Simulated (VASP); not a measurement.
A run of VASP 6.6.1:

File INCAR:

```
AGGAC = 1.0
AGGAX = 1.0
ALDAC = 0.0
ALDAX = 1.0
ALGO = Normal
EDIFF = 1E-6
ENCUT = 520
GGA = B5
ISIF = 2
ISMEAR = -1
LASPH = T
LCHARG = T
LELF = T
LREAL = F
LVHAR = T
LWAVE = F
NBANDS = 62
NELM = 60
PREC = Accurate
SIGMA = 0.1
```

File KPOINTS:

```
k-points
0
Gamma
  6 6 6
```

File POSCAR:

```
In
1.0
    6.3429812514      0.0000000000      0.0000000000
    0.0000000000      6.3429812514      0.0000000000
    0.0000000000      0.0000000000      6.3429812514
In
8
Direct
    0.0000000000      0.0000000000      1.0000000000
    0.5000000000      0.5000000000      0.5000000000
    0.2500000000      1.0000000000      0.5000000000
    0.7500000000      1.0000000000      0.5000000000
    0.5000000000      0.2500000000      1.0000000000
    0.5000000000      0.7500000000      0.0000000000
    1.0000000000      0.5000000000      0.2500000000
    1.0000000000      0.5000000000      0.7500000000
```

Potentials or basis: VASP PAW PBE potentials, release 64 (In_d).

Command:

```sh
$ cat potpaw_PBE.64/In_d/POTCAR > POTCAR
$ mpirun -np 1 vasp_std > vasp.out
```

Hardware: 1 thread of AMD EPYC 7R13, with other jobs on the host.

Question: Estimate the wall time of this run.

Answer: Run time: 6.8 min on 1 thread of AMD EPYC 7R13, on a shared host, peak memory 0.41 GiB. Counts: scf iterations 12, k points 20.
